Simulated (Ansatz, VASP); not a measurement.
**One calculation of Na2Sc, two programs**

```
Na Sc
1.0
    -4.15220    4.15220    2.94314
     4.15220   -4.15220    2.94314
     4.15220    4.15220   -2.94314
Na Sc
4 2
Direct
  0.15096 0.65096 0.80193
  0.65096 0.84904 0.50000
  0.84904 0.34904 0.19807
  0.34904 0.15096 0.50000
  0.75000 0.75000 0.00000
  0.25000 0.25000 0.00000
```

Alike in both runs: functional PBE; k mesh 8 × 8 × 8; occupations gaussian, width 0.1 eV; no spin polarisation.

Ansatz relaxed the structure, and its values are those at the end. VASP's run is a single point on that final structure, the one shown.

|  | VASP | Ansatz |
| --- | --- | --- |
| version | VASP 6.6.1 | Ansatz 0.2.0 |
| potentials or method | VASP PAW PBE potentials, release 64 (Na_pv, Sc_sv), cutoff 520 eV | scalar-relativistic, plane waves, PAW |
| valence electrons in the cell | 50 | 58 |

```csv
,VASP,Ansatz,Ansatz less VASP
gap on the k mesh at the Fermi level (eV),none,none,-
pressure (GPa),0.0,0.0,0.00
```

A gap of «none» marks a metal or a gap that the smearing closes. VASP's potentials hold 50 valence electrons a cell and Ansatz's 58, so a difference there can come from the potentials and not from the codes.
